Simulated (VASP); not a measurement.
A run of VASP 6.6.1 is set up as follows.

Contents of POSCAR:

```
HfO2
1.0
    3.6304766972      0.0000000000      0.0000000000
    0.0000000000      3.5634112410      0.0000000000
    0.0000000000      0.0000000000      5.1831639264
Hf O
2 4
Direct
    0.5000000000      0.5000000000      0.5000000000
    0.0000000000      0.0000000000      0.0000000000
    0.0000000000      0.5000000000      0.6961635346
    0.5000000000      0.0000000000      0.8038364654
    0.5000000000      0.0000000000      0.3038364654
    0.0000000000      0.5000000000      0.1961635346
```

Contents of INCAR.step1:

```
PREC = Accurate
ENCUT = 520
ISMEAR = 0
SIGMA = 0.02
LREAL = F
LASPH = T
NELM = 80
NBANDS = 31
GGA = PE
ALGO = Normal
EDIFF = 1E-4
LWAVE = T
LCHARG = F
```

Contents of INCAR.step2:

```
PREC = Accurate
ENCUT = 520
EDIFF = 1E-6
ISMEAR = 0
SIGMA = 0.02
LREAL = F
LASPH = T
NELM = 80
ALGO = Normal
ISIF = 2
LWAVE = F
LCHARG = F
METAGGA = R2SCAN
LMIXTAU = T
NBANDS = 31
ISTART = 1
```

The input KPOINTS:

```
Automatic mesh
0
Gamma
  6 6 6
```

Potentials or basis: VASP PAW PBE potentials, release 64 (Hf_pv, O).

Run with:

```console
$ cat potpaw_PBE.64/Hf_pv/POTCAR potpaw_PBE.64/O/POTCAR > POTCAR
$ cp INCAR.step1 INCAR
$ mpirun -np 1 vasp_std > vasp.out
$ cp INCAR.step2 INCAR
$ mpirun -np 1 vasp_std > vasp.out
```

What does it give for the band gap on the k mesh?

5.16 eV (least direct gap 5.26 eV).

Predict the largest force.

0.372 eV/Å.

Forces on the atoms (eV/Å):
```
Hf   0.000  0.000  0.372
Hf   0.000  0.000 -0.372
O    0.000  0.000 -0.198
O    0.000  0.000  0.198
O    0.000  0.000 -0.063
O    0.000  0.000  0.063
```

Caveat: the cell differs from its parent crystal (uniaxial strain along a: +1.5 %); the PAW data sets were made with another functional, which shifts forces and pressure a little; spin-orbit coupling is left out, which moves the levels of the heavy elements. A k mesh can miss the band edges.
